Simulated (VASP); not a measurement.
H4CO: single point with PBE+D3(BJ)

The system is H4CO.

```
CELL_PARAMETERS angstrom
7.38032 0.00000 0.00000
0.00000 7.38032 0.00000
0.00000 0.00000 7.38032
ATOMIC_POSITIONS crystal
C 0.99263 0.00539 0.73013
C 0.89465 0.19354 0.28252
C 0.63192 0.71608 0.78866
C 0.54412 0.54170 0.30066
C 0.48788 0.23210 0.81697
C 0.13663 0.58732 0.51519
O 0.90588 0.14761 0.82519
O 0.96448 0.01694 0.22525
O 0.45640 0.79952 0.78952
O 0.40833 0.46666 0.17525
O 0.53339 0.13701 0.98874
O 0.16142 0.42752 0.61321
H 0.11739 0.06245 0.66085
H 0.81712 0.10855 0.90992
H 0.04520 0.90481 0.82602
H 0.90420 0.94006 0.63233
H 0.93898 0.28827 0.18510
H 0.90740 0.91971 0.29474
H 0.74115 0.18664 0.28594
H 0.94672 0.23736 0.42108
H 0.62233 0.59285 0.86721
H 0.44036 0.85748 0.67410
H 0.69508 0.67960 0.66100
H 0.73253 0.79660 0.86452
H 0.52322 0.68848 0.28938
H 0.44631 0.35110 0.13148
H 0.52830 0.48591 0.44270
H 0.68749 0.51089 0.25839
H 0.55583 0.36143 0.82854
H 0.47312 0.02205 0.95965
H 0.55813 0.16171 0.69830
H 0.34130 0.25315 0.78484
H 0.20243 0.56582 0.38600
H 0.10050 0.42993 0.73226
H 0.99751 0.61045 0.47009
H 0.18555 0.71616 0.58073
```

| Property | Result |
| --- | --- |
| Program | VASP 6.6.1 |
| Task | single point |
| Functional | PBE |
| Dispersion | D3(BJ) |
| Potentials or basis | VASP PAW PBE potentials, release 64 (C, O, H) |
| Cutoff | 520 eV |
| k mesh | 1 × 1 × 1 |
| Occupations | fermi-dirac, width 0.05 eV |
| Spin | no spin polarisation |

```json
{
  "Pressure": "-0.6 GPa",
  "Largest force": "2.711 eV/Å",
  "Band gap on the k mesh": "4.56 eV",
  "Dispersion energy per atom": "-0.034 eV"
}
```

Forces in eV/Å, atoms in the order of the input:
```
C    1.263  0.511  0.522
C   -1.036 -1.642  1.892
C    0.525  0.115  1.303
C   -0.034 -1.022 -0.558
C    0.912 -0.480 -0.590
C   -0.107  1.112 -0.416
O    1.067  1.192 -1.153
O   -0.030  0.418  0.075
O    0.401 -0.180  0.054
O    0.446  1.576  1.081
O   -0.935  0.253 -1.505
O   -0.114 -0.555  1.077
H   -1.094 -0.210  0.252
H   -0.835 -0.758  0.841
H   -0.036 -0.332  0.049
H   -0.215 -0.171 -0.479
H    0.405  0.869 -1.051
H    0.044  0.422  0.030
H    0.948  0.268 -0.053
H   -0.285 -0.457 -0.910
H   -0.272 -0.507  0.242
H   -0.176  0.337 -0.517
H   -0.370  0.153 -0.733
H   -0.163  0.291 -0.121
H    0.059  0.045  0.448
H    0.474 -1.298 -0.190
H   -0.136  0.529 -0.786
H   -0.731  0.113 -0.013
H   -0.080  0.406 -0.074
H    0.175 -0.490  0.620
H   -0.644  0.383  0.828
H    0.674 -0.315  0.558
H    0.656  0.068 -0.312
H    0.094  0.112 -0.621
H   -0.766  0.035  0.360
H   -0.086 -0.793 -0.150
```

Stress tensor (GPa, compression positive):
```
-1.50  0.14 -0.71
 0.14  0.66 -1.07
-0.71 -1.07 -1.08
```

Levels at points of the mesh, in eV from the valence-band top:
| k point | band 40 | band 41 | band 42 | band 43 | band 44 | band 45 |
| --- | --- | --- | --- | --- | --- | --- |
| (0.00, 0.00, 0.00) | -0.10 | -0.09 | 0.00 | 4.56 | 5.66 | 5.93 |

Wall time 44 s on 1 thread of AMD EPYC 7R43 64-Core Processor (Zen 3), on a shared host, peak memory 0.36 GiB.

Caveat: the k points lie up to 0.85 Å⁻¹ apart.
